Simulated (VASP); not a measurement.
# W2N (P-3m1) in VASP: further runs

The runs below take W2N through single point, with PBEsol.

Everything below comes from runs of VASP 6.6.1. Logs are shortened: lines on timing, memory, paths and dates and some standing lists are left out, and cuts for length are marked.

## 1. The cell of the first run

The structure is trigonal, space group P-3m1 (No. 164). Conventional cell: a = 2.802 Å, b = 2.802 Å, c = 18.848 Å, α = 90.00°, β = 90.00°, γ = 120.00°. W (site symmetry 3m) has 3 N at 2.15 Å and 7 W at 2.80 to 2.86 Å within 2.9 Å. Within 3.0 Å of W (site symmetry 3m) lie 1 N at 2.11 Å and 7 W at 2.80 to 2.92 Å. W (site symmetry 3m) has 3 N at 2.24 Å and 7 W at 2.80 to 2.92 Å within 3.0 Å. Within 3.0 Å of N (site symmetry -3m) lie 6 W at 2.24 Å and 6 N at 2.80 Å. N (site symmetry 3m) has 4 W at 2.11 to 2.15 Å and 6 N at 2.80 Å within 2.9 Å.

## 2. Single point, PBEsol (strain +0.000 along x and y, +0.080 along z)

File INCAR:

```
SYSTEM = W2N
PREC = Accurate ; ENCUT = 520
EDIFF = 1E-7 ; ISMEAR = 0
SIGMA = 0.15 ; LREAL = .FALSE.
LASPH = .TRUE. ; NELM = 60
ALGO = Fast ; ISIF = 2
LWAVE = .FALSE. ; LCHARG = .TRUE.
GGA = PS ; LELF = .TRUE.
LVHAR = .TRUE. ; NBANDS = 60
```

File KPOINTS:

```
Automatic mesh
0
G
  18 18 4
  0 0 0
```

File POSCAR:

```
W2N
1.0
    2.8024643144      0.0000000000      0.0000000000
   -1.4012321572      2.4270052895      0.0000000000
    0.0000000000      0.0000000000     18.8478185040
W N
6 3
Direct
    0.0000000000      0.0000000000      0.0759303595
    0.0000000000      0.0000000000      0.9240696405
    0.3333333333      0.6666666667      0.2625177070
    0.6666666667      0.3333333333      0.7374822930
    0.3333333333      0.6666666667      0.4176067740
    0.6666666667      0.3333333333      0.5823932260
    0.0000000000      0.0000000000      0.5000000000
    0.3333333333      0.6666666667      0.1506839325
    0.6666666667      0.3333333333      0.8493160675
```

Potentials or basis: VASP PAW PBE potentials, release 64 (W_sv, N).

Started as:

```console
cat potpaw_PBE.64/W_sv/POTCAR potpaw_PBE.64/N/POTCAR > POTCAR
mpirun -np 1 vasp_std > vasp.out
```

OUTCAR:

```text
SYSTEM = W2N
   PREC = Accurate
   ENCUT = 520
   EDIFF = 1E-7
   ISMEAR = 0
   LREAL = .FALSE.
   LASPH = .TRUE.
   NELM = 60
   ISIF = 2
   GGA = PS

 ion  position               nearest neighbor table
   1  0.000  0.000  0.076-   8 2.15   8 2.15   8 2.15   2 2.86
   2  0.000  0.000  0.924-   9 2.15   9 2.15   9 2.15   1 2.86
   3  0.333  0.667  0.263-   8 2.11   5 2.92
   4  0.667  0.333  0.737-   9 2.11   6 2.92
   5  0.333  0.667  0.418-   7 2.24   7 2.24   7 2.24   3 2.92
   6  0.667  0.333  0.582-   7 2.24   7 2.24   7 2.24   4 2.92
   7  0.000  0.000  0.500-   5 2.24   6 2.24   6 2.24   5 2.24   6 2.24   5 2.24
   8  0.333  0.667  0.151-   3 2.11   1 2.15   1 2.15   1 2.15
   9  0.667  0.333  0.849-   4 2.11   2 2.15   2 2.15   2 2.15

  LATTYP: Found a hexagonal cell.
 ALAT       =     2.8024643144
 C/A-ratio  =     6.7254446050

  Lattice vectors:

 A1 = (   2.8024643144,   0.0000000000,   0.0000000000)
 A2 = (  -1.4012321572,   2.4270052895,   0.0000000000)
 A3 = (   0.0000000000,   0.0000000000,  18.8478185040)

Analysis of symmetry for initial positions (statically):
=====================================================================
 Subroutine PRICEL returns:
 Original cell was already a primitive cell.

 Routine SETGRP: Setting up the symmetry group for a
 hexagonal supercell.

 Subroutine GETGRP returns: Found 12 space group operations
 (whereof 12 operations were pure point group operations)
 out of a pool of 24 trial point group operations.

The static configuration has the point symmetry D_3d.

Analysis of symmetry for dynamics (positions and initial velocities):
=====================================================================
 Subroutine PRICEL returns:
 Original cell was already a primitive cell.

 Routine SETGRP: Setting up the symmetry group for a
 hexagonal supercell.

 Subroutine GETGRP returns: Found 12 space group operations
 (whereof 12 operations were pure point group operations)
 out of a pool of 24 trial point group operations.

The dynamic configuration has the point symmetry D_3d.

 Subroutine INISYM returns: Found 12 space group operations
 (whereof 12 operations are pure point group operations),
 and found     1 'primitive' translations

----------------------------------------------------------------------------------------

                                     Primitive cell

  volume of cell :     128.1952

  direct lattice vectors                    reciprocal lattice vectors
     2.802464314  0.000000000  0.000000000     0.356828808  0.206015208  0.000000000
    -1.401232157  2.427005289  0.000000000     0.000000000  0.412030416  0.000000000
     0.000000000  0.000000000 18.847818504     0.000000000  0.000000000  0.053056538

  length of vectors
     2.802464314  2.802464314 18.847818504     0.412030416  0.412030416  0.053056538

  position of ions in fractional coordinates (direct lattice)
     0.000000000  0.000000000  0.075930359
     0.000000000  0.000000000  0.924069641
     0.333333333  0.666666667  0.262517707
     0.666666667  0.333333333  0.737482293
     0.333333333  0.666666667  0.417606774
     0.666666667  0.333333333  0.582393226
     0.000000000  0.000000000  0.500000000
     0.333333333  0.666666667  0.150683933
     0.666666667  0.333333333  0.849316067

  ion indices of the primitive-cell ions
   primitive index   ion index
                 1           1
                 2           2
                 3           3
                 4           4
                 5           5
                 6           6
                 7           7
                 8           8
                 9           9

----------------------------------------------------------------------------------------

 KPOINTS: Automatic mesh

Automatic generation of k-mesh.
 Grid dimensions read from file:
 generate k-points for:   18   18    4

 Generating k-lattice:

  Cartesian coordinates                     Fractional coordinates (reciprocal lattice)
     0.019823823  0.011445289  0.000000000     0.055555556  0.000000000  0.000000000
     0.000000000  0.022890579  0.000000000     0.000000000  0.055555556  0.000000000
     0.000000000  0.000000000  0.013264135     0.000000000  0.000000000  0.250000000

  Length of vectors
     0.022890579  0.022890579  0.013264135

  Shift w.r.t. Gamma in fractional coordinates (k-lattice)
     0.000000000  0.000000000  0.000000000

 Subroutine IBZKPT returns following result:
 ===========================================

 Found    138 irreducible k-points:

 Following reciprocal coordinates:
            Coordinates               Weight
  0.000000  0.000000  0.000000      1.000000
  0.055556  0.000000  0.000000      6.000000
  0.111111  0.000000  0.000000      6.000000
  0.166667  0.000000  0.000000      6.000000
  0.222222  0.000000  0.000000      6.000000
  0.277778  0.000000  0.000000      6.000000
[... 16 lines left out ...]
  0.333333  0.111111  0.000000     12.000000
[... 34 lines left out ...]
   EFERMI =   0.00;   METHOD = LEGACY
   ISMEAR =     0;   SIGMA  =   0.15  broadening in eV -4-tet -1-fermi 0-gaus
   EFERMI_NEDOS =   21; number of points for ismear=-14 and -15
   IALGO  =     68    algorithm
   IMIX   =      4    mixing-type and parameters
     AMIX     =   0.40;   BMIX     =  1.00
     AMIX_MAG =   1.60;   BMIX_MAG =  1.00
  volume/ion in A,a.u.               =      14.24        96.12
  Fermi-wavevector in a.u.,A,eV,Ry     =   1.501975  2.838320 30.693761  2.255928
  Thomas-Fermi vector in A             =   2.613275
   LORBIT       =      0    0 simple, 1 ext, 2 COOP (PROOUT), +10 PAW based schemes
   GGA     = PS    functional components
   LHFCALC =     F    Hartree Fock is set to
   AEXX    =    0.0000 exact exchange contribution
   IVDW    =     0    specifies the selected vdW correction
   LEPSILON=     F    determine dielectric tensor
   LRPA    =     F    only Hartree local field effects (RPA)
 non-spin polarized calculation
 RMM-DIIS sequential band-by-band and
 Gauss-broadening in eV      SIGMA  =   0.15
  energy-cutoff  :      520.00
  volume of cell :      128.20
 maximum number of plane-waves:      3488
 NGX is ok and might be reduce to    24
   NGX = 11   NGY = 11   NGZ = 71

 number of electron      99.0000007 magnetization

 Free energy of the ion-electron system (eV)
  ---------------------------------------------------
  ext. energy  EPLUGINS =         0.00000000
  ---------------------------------------------------
  free energy    TOTEN  =      -103.47982720 eV

  energy without entropy =     -103.40291816  energy(sigma->0) =     -103.44137268

 E-fermi :   8.9227     XC(G=0): -12.9224

 val. band max:        8.9197597417   @ k =   0.3889   0.2222   0.0000
 cond. band min:       8.9283533187   @ k =   0.2778   0.1111   0.2500
 fundamental gap:      0.0085935771
 Fermi energy:         8.9227067173

 k-point     1 :       0.0000    0.0000    0.0000
  band No.  band energies     occupation
      1     -65.4091      2.00000
      2     -65.4057      2.00000
      3     -65.2562      2.00000
      4     -65.2562      2.00000
      5     -65.1798      2.00000
      6     -65.1628      2.00000
[... 52 lines left out ...]
     59      10.8586      0.00000
     60      11.4711      0.00000

 k-point     2 :       0.0556    0.0000    0.0000
  band No.  band energies     occupation
      1     -65.4064      2.00000
      2     -65.4031      2.00000
      3     -65.2536      2.00000
      4     -65.2536      2.00000
      5     -65.1771      2.00000
      6     -65.1601      2.00000
[... 52 lines left out ...]
     59      10.9690      0.00000
     60      11.2863      0.00000

 k-point     3 :       0.1111    0.0000    0.0000
  band No.  band energies     occupation
      1     -65.3987      2.00000
      2     -65.3954      2.00000
      3     -65.2461      2.00000
      4     -65.2461      2.00000
      5     -65.1692      2.00000
      6     -65.1523      2.00000
[... 1312 lines left out ...]
     59      12.3767      0.00000
     60      12.5265      0.00000

 k-point    24 :       0.3889    0.1111    0.0000
  band No.  band energies     occupation
      1     -65.3188      2.00000
      2     -65.3177      2.00000
      3     -65.1696      2.00000
      4     -65.1696      2.00000
      5     -65.0888      2.00000
      6     -65.0725      2.00000
[... 52 lines left out ...]
     59      12.7121      0.00000
     60      12.8449      0.00000

 [... further k-points ...]

------------------------ aborting loop because EDIFF is reached ----------------------------------------

  FORCE on cell =-STRESS in cart. coord.  units (eV):
  Direction    XX          YY          ZZ          XY          YZ          ZX
  --------------------------------------------------------------------------------------
  -------------------------------------------------------------------------------------
  Total       -8.1931532     -8.1931532    -30.0502862      0.0000000      0.0000000      0.0000000
  in kB     -102.3975943   -102.3975943   -375.5668834      0.0000000      0.0000000      0.0000000
  external PRESSURE =    -193.4540240 kB  Pullay stress =       0.0000000 kB

 VOLUME and BASIS-vectors are now :
 -----------------------------------------------------------------------------
  energy-cutoff  :      520.00
  volume of cell :      128.20
      direct lattice vectors                 reciprocal lattice vectors
     2.802464314  0.000000000  0.000000000     0.356828808  0.206015208  0.000000000
    -1.401232157  2.427005289  0.000000000     0.000000000  0.412030416  0.000000000
     0.000000000  0.000000000 18.847818504     0.000000000  0.000000000  0.053056538

 POSITION                                       TOTAL-FORCE (eV/Angst)
 -----------------------------------------------------------------------------------
      0.00000      0.00000      1.43112         0.000000      0.000000      1.321987
      0.00000      0.00000     17.41670        -0.000000     -0.000000     -1.321987
     -0.00000      1.61800      4.94789        -0.000000      0.000000     -1.231276
      1.40123      0.80900     13.89993         0.000000      0.000000      1.231276
     -0.00000      1.61800      7.87098        -0.000000      0.000000      0.887554
      1.40123      0.80900     10.97684         0.000000     -0.000000     -0.887554
      0.00000      0.00000      9.42391        -0.000000      0.000000     -0.000000
     -0.00000      1.61800      2.84006         0.000000      0.000000     -0.278679
      1.40123      0.80900     16.00776        -0.000000      0.000000      0.278679
 -----------------------------------------------------------------------------------
    total drift:                                0.000000      0.000000      0.000000

  FREE ENERGIE OF THE ION-ELECTRON SYSTEM (eV)
  ---------------------------------------------------
  free  energy   TOTEN  =      -103.4798272002 eV

  energy  without entropy=     -103.4029181623  energy(sigma->0) =     -103.44137268
```

It took 53 min on 1 thread of Oxide Virtual Turin-like, shared host; peak memory 0.77 GiB.

What came out:

```yaml
Free_energy: -103.4798 eV
Pressure: -19.3 GPa
Largest_force: 1.322 eV/Å
Band_gap_on_the_k_mesh: zero (an odd number of electrons rules out a gap without spin polarisation)
```

Forces in eV/Å, atoms in the order of the input:
```
W    0.000  0.000  1.322
W    0.000  0.000 -1.322
W    0.000  0.000 -1.231
W    0.000  0.000  1.231
W    0.000  0.000  0.888
W    0.000  0.000 -0.888
N    0.000  0.000  0.000
N    0.000  0.000 -0.279
N    0.000  0.000  0.279
```

Caveat: the cell differs from its parent crystal (strain +0.000 along x and y, +0.080 along z); the stress differs along the axes, from -38 to -10 GPa; the PAW data sets were made with another functional, which shifts forces and pressure a little; spin-orbit coupling is left out, which moves the levels of the heavy elements.

## 3. Single point, PBEsol (strain +0.050 along x and y, +0.025 along z)

File INCAR:

```
SYSTEM = W2N
PREC = Accurate
ENCUT = 520
EDIFF = 1E-6
ISMEAR = 0
SIGMA = 0.15
LREAL = .False.
LASPH = .True.
NELM = 60
ALGO = Fast
ISIF = 2
LWAVE = .False.
LCHARG = .True.
GGA = PS
LELF = .True.
LVHAR = .True.
NBANDS = 60
```

File KPOINTS:

```
regular mesh
0
Gamma
  18 18 4
  0 0 0
```

File POSCAR:

```
W2N
1.0
    2.9425875241      0.0000000000      0.0000000000
   -1.4712937620      2.5483555487      0.0000000000
    0.0000000000      0.0000000000     17.8879760940
W N
6 3
Direct
    0.0000000000      0.0000000000      0.0759303586
    0.0000000000      0.0000000000      0.9240696414
    0.3333333333      0.6666666667      0.2625177094
    0.6666666667      0.3333333333      0.7374822906
    0.3333333333      0.6666666667      0.4176067748
    0.6666666667      0.3333333333      0.5823932252
    0.0000000000      0.0000000000      0.5000000000
    0.3333333333      0.6666666667      0.1506839328
    0.6666666667      0.3333333333      0.8493160672
```

Potentials or basis: VASP PAW PBE potentials, release 64 (W_sv, N).

Started as:

```console
cat potpaw_PBE.64/W_sv/POTCAR potpaw_PBE.64/N/POTCAR > POTCAR
mpirun -np 1 vasp_std > vasp.out
```

Wall time 60 min (1 thread of Oxide Virtual Turin-like, shared host); peak memory 0.79 GiB.

It converged, with:

```yaml
Free_energy: -103.2549 eV
Pressure: -27.2 GPa
Largest_force: 0.814 eV/Å
Band_gap_on_the_k_mesh: zero (an odd number of electrons rules out a gap without spin polarisation)
```

Forces on the atoms (eV/Å):
```
W    0.000  0.000  0.814
W    0.000  0.000 -0.814
W    0.000  0.000 -0.451
W    0.000  0.000  0.451
W    0.000  0.000  0.796
W    0.000  0.000 -0.796
N    0.000  0.000  0.000
N    0.000  0.000 -0.613
N    0.000  0.000  0.613
```

Stress tensor (GPa, compression positive):
```
-27.88   0.00   0.00
  0.00 -27.88   0.00
  0.00   0.00 -25.90
```

Levels at points of the mesh, in eV from the Fermi level:
| k point | band 47 | band 48 | band 49 | band 50 | band 51 | band 52 | band 53 | band 54 |
| --- | --- | --- | --- | --- | --- | --- | --- | --- |
| (0.00, 0.00, 0.00) | -0.44 | -0.33 | -0.33 | -0.26 | -0.26 | 0.30 | 0.30 | 0.31 |
| (0.50, 0.00, 0.00) | -0.51 | 0.40 | 0.57 | 0.86 | 0.91 | 1.04 | 2.12 | 2.20 |
| (0.00, 0.00, 0.50) | -0.53 | -0.32 | -0.32 | -0.27 | -0.27 | 0.30 | 0.30 | 0.30 |
| (0.50, 0.00, 0.50) | -0.40 | 0.33 | 0.46 | 0.79 | 1.12 | 1.14 | 1.72 | 2.25 |

Caveat: the cell differs from its parent crystal (strain +0.050 along x and y, +0.025 along z); the cell stands under tension; the PAW data sets were made with another functional, which shifts forces and pressure a little; spin-orbit coupling is left out, which moves the levels of the heavy elements.

## 4. Single point, PBEsol (strain +0.025 along x and y, +0.025 along z)

File INCAR:

```
PREC     = Accurate       # precision mode
ENCUT    = 520            # plane-wave cutoff, eV
EDIFF    = 1E-7           # SCF threshold, eV
ISMEAR   = 0              # smearing method
SIGMA    = 0.15           # smearing width, eV
LREAL    = False          # projectors in reciprocal space
LASPH    = True           # aspherical terms in the spheres
NELM     = 60             # most SCF steps
ALGO     = Fast           # electronic algorithm
ISIF     = 2              # what is computed and relaxed
LWAVE    = False          # write WAVECAR
LCHARG   = False          # write CHGCAR
GGA      = PS             # functional
NBANDS   = 60             # bands
```

File KPOINTS:

```
Automatic mesh
0
Gamma
  18 18 4
```

POSCAR: that of step 3 with these lines changed.

```diff
@@ -2,4 +2,4 @@
 1.0
-    2.9425875241      0.0000000000      0.0000000000
-   -1.4712937620      2.5483555487      0.0000000000
+    2.8725259163      0.0000000000      0.0000000000
+   -1.4362629582      2.4876804166      0.0000000000
     0.0000000000      0.0000000000     17.8879760940
```

Started as:

```console
cat potpaw_PBE.64/W_sv/POTCAR potpaw_PBE.64/N/POTCAR > POTCAR
mpirun -np 1 vasp_std > vasp.out
```

Run time: 56 min. Hardware: 1 thread of Oxide Virtual Turin-like, shared host; peak memory 0.77 GiB.

Results (log left out):

```yaml
Free_energy: -104.1557 eV
Pressure: -18.4 GPa
Largest_force: 0.530 eV/Å
Band_gap_on_the_k_mesh: zero (an odd number of electrons rules out a gap without spin polarisation)
```

Forces on the atoms (eV/Å):
```
W    0.000  0.000  0.530
W    0.000  0.000 -0.530
W    0.000  0.000 -0.454
W    0.000  0.000  0.454
W    0.000  0.000  0.469
W    0.000  0.000 -0.469
N    0.000  0.000  0.000
N    0.000  0.000 -0.227
N    0.000  0.000  0.227
```

Stress tensor (GPa, compression positive):
```
-17.45   0.00   0.00
  0.00 -17.45   0.00
  0.00   0.00 -20.22
```

Levels at points of the mesh, in eV from the Fermi level:
| k point | band 46 | band 47 | band 48 | band 49 | band 50 | band 51 | band 52 | band 53 | band 54 | band 55 |
| --- | --- | --- | --- | --- | --- | --- | --- | --- | --- | --- |
| (0.00, 0.00, 0.00) | -0.90 | -0.64 | -0.34 | -0.34 | -0.28 | -0.28 | 0.43 | 0.43 | 0.46 | 0.46 |
| (0.50, 0.00, 0.00) | -0.75 | -0.52 | 0.47 | 0.71 | 0.85 | 0.98 | 1.05 | 2.24 | 2.29 | 2.94 |
| (0.00, 0.00, 0.50) | -0.80 | -0.73 | -0.34 | -0.34 | -0.29 | -0.29 | 0.44 | 0.44 | 0.45 | 0.45 |
| (0.50, 0.00, 0.50) | -0.61 | -0.38 | 0.38 | 0.61 | 0.67 | 1.10 | 1.31 | 1.90 | 2.36 | 3.28 |

Caveat: the cell differs from its parent crystal (strain +0.025 along x and y, +0.025 along z); the cell stands under tension; the PAW data sets were made with another functional, which shifts forces and pressure a little; spin-orbit coupling is left out, which moves the levels of the heavy elements.

## 5. Overview

| cell | further INCAR settings | gap on the mesh (eV) | pressure (GPa) | largest force (eV/Å) |
| --- | --- | --- | --- | --- |
| a = 2.802, b = 2.802, c = 18.848 Å, angles 90.0, 90.0, 120.0°, 9 atoms | ALGO = Fast; EDIFF = 1e-07; NBANDS = 60 | none | -19.3 | 1.32 |
| a = 2.943, b = 2.943, c = 17.888 Å, angles 90.0, 90.0, 120.0°, 9 atoms | ALGO = Fast; EDIFF = 1e-06; NBANDS = 60 | none | -27.2 | 0.81 |
| a = 2.873, b = 2.873, c = 17.888 Å, angles 90.0, 90.0, 120.0°, 9 atoms | ALGO = Fast; EDIFF = 1e-07; NBANDS = 60 | none | -18.4 | 0.53 |

Alike in all rows: task single point; level PBEsol; potentials or basis VASP PAW PBE potentials, release 64 (W_sv, N); no spin polarisation; k mesh 18 × 18 × 4; cutoff (eV) 520; smearing gaussian 0.15 eV.

Caveats: the PAW data sets were made with another functional, which shifts forces and pressure a little; spin-orbit coupling is left out, which moves the levels of the heavy elements; the cell stands under tension (at least some runs); the stress differs along the axes, from -38 to -10 GPa (at least some runs).

Total energies depend on the potentials used, so only differences within one code and one set of settings carry meaning.
